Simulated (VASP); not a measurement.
Set up this calculation in VASP 6.6.1, as the native input.

| Property | Result |
| --- | --- |
| Task | relaxation of cell and atoms |
| Functional | r2SCAN |
| Potentials or basis | VASP PAW PBE potentials, release 64 (Hg, Te) |
| Cutoff | 600 eV |
| k mesh | 6 × 6 × 4 |
| Occupations | gaussian, width 0.1 eV |
| Spin | no spin polarisation |
| Dipole correction | no |
| Further INCAR settings | ALGO = Normal; EDIFF = 1e-06; IBRION = 2; EDIFFG = -0.04; NSW = 90; ISIF = 3 |

Crystal: HgTe.

```
CELL_PARAMETERS angstrom
3.39576 0.00000 0.00000
0.00000 3.39576 0.00000
0.00000 0.00000 4.73258
ATOMIC_POSITIONS crystal
Hg 0.50000 0.50000 0.00000
Te 0.00000 0.00000 0.50000
```

The input as run:

POSCAR

```
HgTe
1.0
    3.3957617680      0.0000000000      0.0000000000
    0.0000000000      3.3957617680      0.0000000000
    0.0000000000      0.0000000000      4.7325761281
Hg Te
1 1
Direct
    0.5000000000      0.5000000000      0.0000000000
    0.0000000000      0.0000000000      0.5000000000
```

INCAR.step1

```
SYSTEM = HgTe
PREC = Accurate ; ENCUT = 600
ISMEAR = 0 ; SIGMA = 0.1
LREAL = .FALSE. ; LASPH = .TRUE.
NELM = 60 ; GGA = PE
ALGO = Normal ; EDIFF = 1E-4
LWAVE = .TRUE. ; LCHARG = .FALSE.
```

INCAR.step2

```
SYSTEM = HgTe
PREC = Accurate ; ENCUT = 600
EDIFF = 1E-6 ; ISMEAR = 0
SIGMA = 0.1 ; LREAL = .FALSE.
LASPH = .TRUE. ; NELM = 60
ALGO = Normal ; ISIF = 3
LWAVE = .FALSE. ; LCHARG = .FALSE.
METAGGA = R2SCAN ; LMIXTAU = .TRUE.
IBRION = 2 ; NSW = 90
EDIFFG = -0.04 ; ISTART = 1
```

KPOINTS

```
Automatic mesh
0
G
  6 6 4
  0 0 0
```

Potentials or basis: VASP PAW PBE potentials, release 64 (Hg, Te).

Run with:

```bash
$ cat potpaw_PBE.64/Hg/POTCAR potpaw_PBE.64/Te/POTCAR > POTCAR
$ cp INCAR.step1 INCAR
$ mpirun -np 1 vasp_std > vasp.out
$ cp INCAR.step2 INCAR
$ mpirun -np 1 vasp_std > vasp.out
```

It gave:

```
Relaxed volume                         : 27.35 Å³/atom
Relaxed cell                           : a = 3.718 Å, b = 3.718 Å, c = 3.956 Å, α = 90.00°, β = 90.00°, γ = 90.00°
Space group after relaxing (to 0.05 Å) : P4/mmm (No. 123)
Energy gained by relaxing              : 35.4 meV/atom
Ionic steps                            : 13
Pressure after relaxing                : 0.0 GPa
Band gap on the k mesh                 : zero (band 9 reaches 5.52 eV, above the bottom of band 10 at 3.30 eV)
```

Caveat: the PAW data sets were made with another functional, which shifts forces and pressure a little; spin-orbit coupling is left out, which moves the levels of the heavy elements.

Wall time 32 min on 1 thread of AMD EPYC 7R13, on a shared host, peak memory 0.19 GiB.
